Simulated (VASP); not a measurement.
# Zn (Fd-3m) in VASP: further runs

Zn is run at these levels: PBE; tasks: single point.

Program: VASP 6.6.1. These are calculated values, not measurements. Logs are shortened: lines on timing, memory, paths and dates and some standing lists are left out, and cuts for length are marked.

## 1. The cell of the first run

Symmetry: Fd-3m, No. 227, cubic system. The conventional cell has a = 4.569 Å, b = 4.569 Å, c = 4.569 Å, α = 90.00°, β = 90.00°, γ = 90.00°. Within 2.6 Å of Zn (site symmetry -43m) lie 4 Zn at 1.98 Å.

This isn't the form of Zn at room conditions, which is hcp.

## 2. Single point, PBE

Input file INCAR:

```
SYSTEM = Zn
  PREC = Accurate
  ENCUT = 520
  EDIFF = 1E-7
  ISMEAR = -1
  SIGMA = 0.1
  LREAL = .FALSE.
  LASPH = .TRUE.
  NELM = 80
  ALGO = Normal
  ISIF = 2
  LWAVE = .FALSE.
  LCHARG = .FALSE.
  GGA = PE
  NBANDS = 19
```

Input file KPOINTS:

```
Automatic mesh
0
G
  15 15 15
  0 0 0
```

Input file POSCAR:

```
Zn
1.0
    0.0000000000      2.2846694988      2.2846694988
    2.2846694988      0.0000000000      2.2846694988
    2.2846694988      2.2846694988      0.0000000000
Zn
2
Direct
   -0.1250000000     -0.1250000000     -0.1250000000
    0.1250000000      0.1250000000      0.1250000000
```

Potentials or basis: VASP PAW PBE potentials, release 64 (Zn).

On the command line:

```console
$ cat potpaw_PBE.64/Zn/POTCAR > POTCAR
$ mpirun -np 1 vasp_std > vasp.out
```

OUTCAR:

```text
SYSTEM = Zn
   PREC = Accurate
   ENCUT = 520
   EDIFF = 1E-7
   ISMEAR = -1
   LREAL = .FALSE.
   LASPH = .TRUE.
   NELM = 80
   ISIF = 2
   GGA = PE

 ion  position               nearest neighbor table
   1  0.875  0.875  0.875-   2 1.98   2 1.98   2 1.98   2 1.98
   2  0.125  0.125  0.125-   1 1.98   1 1.98   1 1.98   1 1.98

  LATTYP: Found a face centered cubic cell.
 ALAT       =     4.5693389976

  Lattice vectors:

 A1 = (   0.0000000000,   2.2846694988,   2.2846694988)
 A2 = (   2.2846694988,   0.0000000000,   2.2846694988)
 A3 = (   2.2846694988,   2.2846694988,   0.0000000000)

Analysis of symmetry for initial positions (statically):
=====================================================================
 Subroutine PRICEL returns:
 Original cell was already a primitive cell.

 Routine SETGRP: Setting up the symmetry group for a
 face centered cubic supercell.

 Subroutine GETGRP returns: Found 48 space group operations
 (whereof 12 operations were pure point group operations)
 out of a pool of 48 trial point group operations.

The static configuration has the point symmetry D_3d.
 The point group associated with its full space group is O_h .

Analysis of symmetry for dynamics (positions and initial velocities):
=====================================================================
 Subroutine PRICEL returns:
 Original cell was already a primitive cell.

 Routine SETGRP: Setting up the symmetry group for a
 face centered cubic supercell.

 Subroutine GETGRP returns: Found 48 space group operations
 (whereof 12 operations were pure point group operations)
 out of a pool of 48 trial point group operations.

The dynamic configuration has the point symmetry D_3d.
 The point group associated with its full space group is O_h .

 Subroutine INISYM returns: Found 48 space group operations
 (whereof 12 operations are pure point group operations),
 and found     1 'primitive' translations

----------------------------------------------------------------------------------------

                                     Primitive cell

  volume of cell :      23.8506

  direct lattice vectors                    reciprocal lattice vectors
     0.000000000  2.284669499  2.284669499    -0.218850035  0.218850035  0.218850035
     2.284669499  0.000000000  2.284669499     0.218850035 -0.218850035  0.218850035
     2.284669499  2.284669499  0.000000000     0.218850035  0.218850035 -0.218850035

  length of vectors
     3.231010591  3.231010591  3.231010591     0.379059380  0.379059380  0.379059380

  position of ions in fractional coordinates (direct lattice)
     0.875000000  0.875000000  0.875000000
     0.125000000  0.125000000  0.125000000

  ion indices of the primitive-cell ions
   primitive index   ion index
                 1           1
                 2           2

----------------------------------------------------------------------------------------

 KPOINTS: Automatic mesh

Automatic generation of k-mesh.
 Grid dimensions read from file:
 generate k-points for:   15   15   15

 Generating k-lattice:

  Cartesian coordinates                     Fractional coordinates (reciprocal lattice)
    -0.014590002  0.014590002  0.014590002     0.066666667  0.000000000  0.000000000
     0.014590002 -0.014590002  0.014590002     0.000000000  0.066666667  0.000000000
     0.014590002  0.014590002 -0.014590002     0.000000000  0.000000000  0.066666667

  Length of vectors
     0.025270625  0.025270625  0.025270625

  Shift w.r.t. Gamma in fractional coordinates (k-lattice)
     0.000000000  0.000000000  0.000000000

 Subroutine IBZKPT returns following result:
 ===========================================

 Found    120 irreducible k-points:

 Following reciprocal coordinates:
            Coordinates               Weight
  0.000000  0.000000  0.000000      1.000000
  0.066667  0.000000  0.000000      8.000000
  0.133333  0.000000  0.000000      8.000000
  0.200000  0.000000  0.000000      8.000000
  0.266667  0.000000  0.000000      8.000000
  0.333333  0.000000  0.000000      8.000000
[... 16 lines left out ...]
  0.133333  0.133333  0.000000      6.000000
  0.200000  0.133333  0.000000     24.000000
 [... further k-points ...]
   k-points           NKPTS =    120   k-points in BZ     NKDIM =    120   number of bands    NBANDS=     19
   number of dos      NEDOS =    301   number of ions     NIONS =      2
   total plane-waves  NPLWV =  13824
   dimension x,y,z NGX =    24 NGY =   24 NGZ =   24
   dimension x,y,z NGXF=    48 NGYF=   48 NGZF=   48
   ions per type =               2
   NGX,Y,Z   is equivalent  to a cutoff of  12.35, 12.35, 12.35 a.u.
   NGXF,Y,Z  is equivalent  to a cutoff of  24.70, 24.70, 24.70 a.u.
 SYSTEM =  Zn
   PREC   = accura    normal or accurate (medium, high low for compatibility)
   ISTART =      0    job   : 0-new  1-cont  2-samecut
   ICHARG =      2    charge: 1-file 2-atom 10-const
   ISPIN  =      1    spin polarized calculation?
   LNONCOLLINEAR =      F non collinear calculations
   LSORBIT =      F    spin-orbit coupling
   LASPH  =      T    aspherical Exc in radial PAW
   ENCUT  =  520.0 eV  38.22 Ry    6.18 a.u.   6.01  6.01  6.01*2*pi/ulx,y,z
   NELM   =     80;   NELMIN=  2; NELMDL= -5     # of ELM steps
   EDIFF  = 0.1E-06   stopping-criterion for ELM
   LREAL  =      F    real-space projection
   EDIFFG = 0.1E-05   stopping-criterion for IOM
   NSW    =      0    number of steps for IOM
   IBRION =     -1    ionic relax: 0-MD 1-quasi-New 2-CG
   NFREE  =      0    steps in history (QN), initial steepest desc. (CG)
   ISIF   =      2    stress and relaxation
   ISYM   =      2    0-nonsym 1-usesym 2-fastsym
   POTIM  = 0.5000    time-step for ionic-motion
   TEBEG  =    0.0;   TEEND  =   0.0 temperature during run
   PSTRESS=    0.0 pullay stress
   NELECT =      24.0000    total number of electrons
   NUPDOWN=      -1.0000    fix difference up-down
   EMIN   =  10.00;   EMAX   =-10.00  energy-range for DOS
   EFERMI =   0.00;   METHOD = LEGACY
   ISMEAR =    -1;   SIGMA  =   0.10  broadening in eV -4-tet -1-fermi 0-gaus
   EFERMI_NEDOS =   21; number of points for ismear=-14 and -15
   IALGO  =     38    algorithm
   IMIX   =      4    mixing-type and parameters
     AMIX     =   0.40;   BMIX     =  1.00
     AMIX_MAG =   1.60;   BMIX_MAG =  1.00
  volume/ion in A,a.u.               =      11.93        80.48
  Fermi-wavevector in a.u.,A,eV,Ry     =   1.640509  3.100112 36.616933  2.691269
  Thomas-Fermi vector in A             =   2.731135
   LORBIT       =      0    0 simple, 1 ext, 2 COOP (PROOUT), +10 PAW based schemes
   GGA     = PE    functional components
   LHFCALC =     F    Hartree Fock is set to
   AEXX    =    0.0000 exact exchange contribution
   IVDW    =     0    specifies the selected vdW correction
   LEPSILON=     F    determine dielectric tensor
   LRPA    =     F    only Hartree local field effects (RPA)
 non-spin polarized calculation
  energy-cutoff  :      520.00
  volume of cell :       23.85
 maximum number of plane-waves:       656
   NGX = 13   NGY = 13   NGZ = 13

 number of electron      24.0000035 magnetization

 Free energy of the ion-electron system (eV)
  ---------------------------------------------------
  ext. energy  EPLUGINS =         0.00000000
  ---------------------------------------------------
  free energy    TOTEN  =         3.51664251 eV

  energy without entropy =        3.53337036  energy(sigma->0) =        3.52500643

 E-fermi :   4.8642     XC(G=0): -12.6345

 val. band max:        4.7831944956   @ k =  -0.4000   0.4667   0.1333
 cond. band min:       4.9573150777   @ k =  -0.4667   0.3333   0.0667
 fundamental gap:      0.1741205820
 Fermi energy:         4.8642446125

 k-point     1 :       0.0000    0.0000    0.0000
  band No.  band energies     occupation
      1      -7.4855      2.00000
      2      -5.3663      2.00000
      3      -5.3663      2.00000
      4      -5.3421      2.00000
      5      -5.3421      2.00000
      6      -5.3421      2.00000
[... 11 lines left out ...]
     18      19.2508      0.00000
     19      19.3080      0.00000

 k-point     2 :       0.0667    0.0000    0.0000
  band No.  band energies     occupation
      1      -7.3882      2.00000
      2      -5.4546      2.00000
      3      -5.4546      2.00000
      4      -5.3371      2.00000
      5      -5.2366      2.00000
      6      -5.2366      2.00000
[... 11 lines left out ...]
     18      19.3011      0.00000
     19      19.9728      0.00000

 k-point     3 :       0.1333    0.0000    0.0000
  band No.  band energies     occupation
      1      -7.1032      2.00000
      2      -5.5249      2.00000
      3      -5.5249      2.00000
      4      -5.3188      2.00000
      5      -5.1215      2.00000
      6      -5.1215      2.00000
[... 11 lines left out ...]
     18      19.2241      0.00000
     19      20.3032      0.00000

 k-point     4 :       0.2000    0.0000    0.0000
  band No.  band energies     occupation
      1      -6.6578      2.00000
      2      -5.5600      2.00000
      3      -5.5600      2.00000
      4      -5.2776      2.00000
      5      -5.0326      2.00000
      6      -5.0326      2.00000
[... 11 lines left out ...]
     18      18.9053      0.00000
     19      20.2211      0.00000

 k-point     5 :       0.2667    0.0000    0.0000
  band No.  band energies     occupation
      1      -6.1281      2.00000
      2      -5.5583      2.00000
      3      -5.5583      2.00000
      4      -5.1965      2.00000
      5      -4.9941      2.00000
      6      -4.9941      2.00000
[... 11 lines left out ...]
     18      18.5018      0.00000
     19      21.3122      0.00000
[... 334 lines left out ...]
      2      -5.6172      2.00000
      3      -5.4625      2.00000
      4      -5.3213      2.00000
      5      -5.1257      2.00000
      6      -5.0052      2.00000
[... 11 lines left out ...]
     18      18.3374      0.00000
     19      19.2685      0.00000

 k-point    22 :      -0.0667    0.0667    0.0000
  band No.  band energies     occupation
      1      -7.2280      2.00000
      2      -5.5519      2.00000
      3      -5.4388      2.00000
      4      -5.3380      2.00000
      5      -5.2077      2.00000
      6      -5.1199      2.00000
[... 11 lines left out ...]
     18      18.9505      0.00000
     19      20.0535      0.00000

 k-point    23 :       0.1333    0.1333    0.0000
  band No.  band energies     occupation
      1      -6.9710      2.00000
      2      -5.6774      2.00000
      3      -5.3345      2.00000
      4      -5.3345      2.00000
      5      -5.2405      2.00000
      6      -4.9632      2.00000
[... 11 lines left out ...]
     18      19.3938      0.00000
     19      21.8354      0.00000

 k-point    24 :       0.2000    0.1333    0.0000
  band No.  band energies     occupation
      1      -6.6339      2.00000
      2      -5.7327      2.00000
      3      -5.3584      2.00000
      4      -5.3228      2.00000
      5      -5.1481      2.00000
      6      -4.8600      2.00000
[... 11 lines left out ...]
     18      20.3286      0.00000
     19      22.1202      0.00000

 [... further k-points ...]

------------------------ aborting loop because EDIFF is reached ----------------------------------------

  FORCE on cell =-STRESS in cart. coord.  units (eV):
  Direction    XX          YY          ZZ          XY          YZ          ZX
  --------------------------------------------------------------------------------------
  -------------------------------------------------------------------------------------
  Total       18.1898843     18.1898843     18.1898843      0.0000000     -0.0000000     -0.0000000
  in kB     1221.9132474   1221.9132474   1221.9132474      0.0000000     -0.0000000     -0.0000000
  external PRESSURE =    1221.9132474 kB  Pullay stress =       0.0000000 kB

 VOLUME and BASIS-vectors are now :
 -----------------------------------------------------------------------------
  energy-cutoff  :      520.00
  volume of cell :       23.85
      direct lattice vectors                 reciprocal lattice vectors
     0.000000000  2.284669499  2.284669499    -0.218850035  0.218850035  0.218850035
     2.284669499  0.000000000  2.284669499     0.218850035 -0.218850035  0.218850035
     2.284669499  2.284669499  0.000000000     0.218850035  0.218850035 -0.218850035

 POSITION                                       TOTAL-FORCE (eV/Angst)
 -----------------------------------------------------------------------------------
      3.99817      3.99817      3.99817        -0.000000     -0.000000     -0.000000
      0.57117      0.57117      0.57117         0.000000      0.000000      0.000000
 -----------------------------------------------------------------------------------
    total drift:                                0.000000      0.000000      0.000000

  FREE ENERGIE OF THE ION-ELECTRON SYSTEM (eV)
  ---------------------------------------------------
  free  energy   TOTEN  =         3.5166425101 eV

  energy  without entropy=        3.5333703567  energy(sigma->0) =        3.52500643
```

It took 14 s on 1 thread of Intel Xeon 6975P-C (Granite Rapids), shared host; peak memory 0.16 GiB.

Results:

```
Free energy            : 3.5166 eV
Pressure               : 122.2 GPa
Band gap on the k mesh : zero (bands 12 and 13 overlap by 12.08 eV)
```

Levels at points of the mesh, in eV from the Fermi level:
```tsv
k point	band 9	band 10	band 11	band 12	band 13	band 14	band 15	band 16
(0.00, 0.00, 0.00)	-8.45	-7.53	-7.53	9.80	9.80	9.80	10.53	10.53
```

Caveat: the cell stands under pressure.

## 3. Single point, PBE

Input file INCAR:

```
SYSTEM = Zn
PREC = Accurate
ENCUT = 520
EDIFF = 1E-6
ISMEAR = -1
SIGMA = 0.1
LREAL = .FALSE.
LASPH = .TRUE.
NELM = 60
ALGO = Normal
ISIF = 2
LWAVE = .FALSE.
LCHARG = .FALSE.
GGA = PE
NBANDS = 19
```

Input file KPOINTS:

```
regular mesh
0
G
  15 15 15
  0 0 0
```

Input file POSCAR:

```
Zn
1.0
    0.0000000000      2.2848950109      2.2848950109
    2.2848950109      0.0000000000      2.2848950109
    2.2848950109      2.2848950109      0.0000000000
Zn
2
Direct
   -0.1250000000     -0.1250000000     -0.1250000000
    0.1250000000      0.1250000000      0.1250000000
```

Potentials or basis: VASP PAW PBE potentials, release 64 (Zn).

On the command line:

```console
$ cat potpaw_PBE.64/Zn/POTCAR > POTCAR
$ mpirun -np 1 vasp_std > vasp.out
```

Run time: 12 s. Hardware: 1 thread of Intel Xeon 6975P-C (Granite Rapids), shared host; peak memory 0.16 GiB.

Results (log left out):

* Free energy: 3.5113 eV
* Pressure: 122.0 GPa
* Band gap on the k mesh: zero (bands 12 and 13 overlap by 12.08 eV)

Levels at points of the mesh, in eV from the Fermi level:
```csv
k point,band 9,band 10,band 11,band 12,band 13,band 14,band 15,band 16
"(0.00, 0.00, 0.00)",-8.45,-7.53,-7.53,9.80,9.80,9.80,10.53,10.53
```

Caveat: the cell stands under pressure.
